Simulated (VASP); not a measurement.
Here is a VASP 6.6.1 calculation.

Contents of INCAR:

```
  ALGO = Fast
  EDIFF = 1E-6
  ENCUT = 520
  GGA = PE
  ISIF = 2
  ISMEAR = 0
  LASPH = T
  LCHARG = F
  LREAL = F
  LWAVE = F
  NBANDS = 34
  NELM = 100
  PREC = Accurate
  SIGMA = 0.1
```

File KPOINTS:

```
k-points
0
Gamma
  6 6 6
```

The input POSCAR:

```
Sn3Sb2
1.0
    2.0322684599      1.1733307424      9.4205951912
   -2.0322684599      1.1733307424      9.4205951912
    0.0000000000     -2.3466614847      9.4205951912
Sn Sb
3 2
Direct
    0.0000000000      0.0000000000      0.0000000000
    0.2095000000      0.2095000000      0.2095000000
    0.7905000000      0.7905000000      0.7905000000
    0.4000000000      0.4000000000      0.4000000000
    0.6000000000      0.6000000000      0.6000000000
```

Potentials or basis: VASP PAW PBE potentials, release 64 (Sn_d, Sb).

Run with:

```sh
$ cat potpaw_PBE.64/Sn_d/POTCAR potpaw_PBE.64/Sb/POTCAR > POTCAR
$ mpirun -np 1 vasp_std > vasp.out
```

**Question.** What does it give for the pressure?

**Answer.** 8.8 GPa.

**Question.** Predict the largest force.

**Answer.** 1.055 eV/Å.

Stress tensor (GPa, compression positive):
```
10.30  0.00  0.00
 0.00 10.30  0.00
 0.00  0.00  5.88
```

Caveat: the cell stands under pressure; forces of over 1 eV/Å act on the atoms, so gaps and moduli don't describe the material at rest.
